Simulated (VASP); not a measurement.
Write the native input for VASP 6.6.1 that does the following.

| Quantity | Value |
| --- | --- |
| Task | single point |
| Functional | PBE |
| Potentials or basis | VASP PAW PBE potentials, release 64 (Al) |
| Cutoff | 520 eV |
| k mesh | 20 × 20 × 12 |
| Occupations | gaussian, width 0.15 eV |
| Spin | no spin polarisation |
| Dipole correction | no |
| Further INCAR settings | ALGO = Fast; EDIFF = 1e-07; NBANDS = 10 |

The structure of Al lies in POSCAR:

```
Al
1.0
   -1.6390231263      1.6390231263      1.6175102401
    1.6390231263     -1.6390231263      1.6175102401
    3.2780462525      3.2780462525      0.0000000000
Al
2
Direct
    0.0586228248     -0.0586228248      0.0000000000
    0.4413771752      0.5586228248      0.5000000000
```

This cell differs from its parent crystal: atoms displaced along a vibrational mode, the cell strained.

The input as run:

INCAR

```
SYSTEM = Al
PREC = Accurate
ENCUT = 520
EDIFF = 1E-7
ISMEAR = 0
SIGMA = 0.15
LREAL = .False.
LASPH = .True.
NELM = 60
ALGO = Fast
ISIF = 2
LWAVE = .False.
LCHARG = .False.
GGA = PE
NBANDS = 10
```

KPOINTS

```
regular mesh
0
Gamma
  20 20 12
  0 0 0
```

Potentials or basis: VASP PAW PBE potentials, release 64 (Al).

Run with:

```bash
$ cat potpaw_PBE.64/Al/POTCAR > POTCAR
$ mpirun -np 1 vasp_std > vasp.out
```

It gave:

The pressure is -1.9 GPa, the largest force is 0.097 eV/Å and the band gap on the k mesh is zero (bands 3 and 4 overlap by 8.53 eV).

Caveat: the cell differs from its parent crystal (atoms displaced along a vibrational mode, the cell strained).

Wall time 120 s on 1 thread of Intel(R) Xeon(R) Platinum 8559C (Emerald Rapids), on a shared host, peak memory 0.32 GiB.
